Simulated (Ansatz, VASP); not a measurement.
Hg in VASP and in Ansatz

```
Hg
1.0
     3.57717    0.00000    0.00000
    -1.78859    3.09792    0.00000
     0.00000    0.00000   11.16510
Hg
4
Direct
  0.00000 0.00000 0.00000
  0.33333 0.66667 0.25000
  0.00000 0.00000 0.50000
  0.66667 0.33333 0.75000
```

Alike in both runs: task single point; functional r2SCAN; k mesh 12 × 12 × 4; occupations gaussian, width 0.05 eV; no spin polarisation.

```csv
,VASP,Ansatz
version,VASP 6.6.1,Ansatz 0.2.0
potentials or method,"VASP PAW PBE potentials, release 64 (Hg), cutoff 520 eV","scalar-relativistic, plane waves, PAW"
valence electrons in the cell,48,80
```

|  | VASP | Ansatz | Ansatz less VASP |
| --- | --- | --- | --- |
| gap on the k mesh at the Fermi level (eV) | 0.45 | 0.44 | -0.011 |
| least direct gap on the mesh (eV) | 0.89 | 0.88 | -0.013 |
| pressure (GPa) | -1.1 | -1.1 | -0.07 |

VASP's potentials were made for PBE, not for r2SCAN. The functional is the same, so the differences come from potentials, cutoffs and numerics. VASP's potentials hold 48 valence electrons a cell and Ansatz's 80, so a difference there can come from the potentials and not from the codes.

Spin-orbit coupling is off throughout.
